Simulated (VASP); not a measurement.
Write the native input for VASP 6.6.1 that does the following.

| Property | Result |
| --- | --- |
| Task | single point |
| Functional | PBE |
| Potentials or basis | VASP PAW PBE potentials, release 64 (Si) |
| Cutoff | 520 eV |
| k mesh | 10 × 10 × 6 |
| Occupations | gaussian, width 0.03 eV |
| Spin | no spin polarisation |
| Dipole correction | no |
| Further INCAR settings | ALGO = Normal; EDIFF = 1e-06; NBANDS = 26 |

The structure of Si lies in POSCAR:

```
Si
1.0
    6.8870776229     -1.9528569027     -0.0049619774
    6.8870776229      1.9528569027     -0.0049619774
   -0.7483970683      0.0000000000      6.3198892699
Si
8
Direct
    0.0556626766      0.0556626766      0.8741223998
    0.9443373234      0.9443373234      0.1258776002
    0.5592316403      0.5592316403      0.6536355466
    0.4407683597      0.4407683597      0.3463644534
    0.2128941927      0.2128941927      0.0570665815
    0.7871058073      0.7871058073      0.9429334185
    0.7270271396      0.7270271396      0.5856010939
    0.2729728604      0.2729728604      0.4143989061
```

This cell differs from its parent crystal: strain -0.0100 x Voigt [1, -1, 0, 0, 0, 0].

These files were run (other wordings do the same):

INCAR

```
SYSTEM = Si
  PREC = Accurate
  ENCUT = 520
  EDIFF = 1E-6
  ISMEAR = 0
  SIGMA = 0.03
  LREAL = .FALSE.
  LASPH = .TRUE.
  NELM = 60
  ALGO = Normal
  ISIF = 2
  LWAVE = .FALSE.
  LCHARG = .FALSE.
  GGA = PE
  NBANDS = 26
```

KPOINTS

```
Automatic mesh
0
G
  10 10 6
  0 0 0
```

Potentials or basis: VASP PAW PBE potentials, release 64 (Si).

Launch:

```bash
$ cat potpaw_PBE.64/Si/POTCAR > POTCAR
$ mpirun -np 1 vasp_std > vasp.out
```

Results of the run:

```yaml
Pressure: -0.1 GPa
Largest_force: 0.188 eV/Å
Band_gap_on_the_k_mesh: 0.18 eV (least direct gap 0.40 eV)
```

Caveat: the cell differs from its parent crystal (strain -0.0100 x Voigt [1, -1, 0, 0, 0, 0]).

Run time: 8.4 min on 1 thread of Intel(R) Xeon(R) 6975P-C (Granite Rapids), with other jobs on the host, peak memory 0.71 GiB.
